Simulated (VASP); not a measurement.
Set up this calculation in VASP 6.6.1, as the native input.

| Quantity | Value |
| --- | --- |
| Task | single point |
| Functional | PBEsol |
| Potentials or basis | VASP PAW PBE potentials, release 64 (Co, Si) |
| Cutoff | 520 eV |
| k mesh | 14 × 14 × 14 |
| Occupations | gaussian, width 0.1 eV |
| Spin | no spin polarisation |
| Dipole correction | no |
| Further INCAR settings | ALGO = Normal; EDIFF = 1e-06; NBANDS = 16 |

The structure of CoSi2 lies in POSCAR:

```
CoSi2
1.0
    0.0000000000      2.6825395344      2.6825395344
    2.6825395344      0.0000000000      2.6825395344
    2.6825395344      2.6825395344      0.0000000000
Co Si
1 2
Direct
    0.0000000000      0.0000000000      0.0000000000
    0.2500000000      0.2500000000      0.2500000000
    0.7500000000      0.7500000000      0.7500000000
```

One way to write it, as run:

INCAR

```
  ALGO = Normal
  EDIFF = 1E-6
  ENCUT = 520
  GGA = PS
  ISIF = 2
  ISMEAR = 0
  LASPH = True
  LCHARG = False
  LREAL = False
  LWAVE = False
  NBANDS = 16
  NELM = 80
  PREC = Accurate
  SIGMA = 0.1
```

KPOINTS

```
k-points
0
Gamma
  14 14 14
```

Potentials or basis: VASP PAW PBE potentials, release 64 (Co, Si).

The run is started by

```sh
$ cat potpaw_PBE.64/Co/POTCAR potpaw_PBE.64/Si/POTCAR > POTCAR
$ mpirun -np 1 vasp_std > vasp.out
```

It gave:

```
Pressure               : -5.4 GPa
Band gap on the k mesh : zero (an odd number of electrons rules out a gap without spin polarisation)
```

Caveat: the cell stands under tension; the PAW data sets were made with another functional, which shifts forces and pressure a little; the run has no spin polarisation, though such a crystal can be magnetic.

Run time: 100 s on 1 thread of AMD EPYC 7R13, with other jobs on the host, peak memory 0.17 GiB.
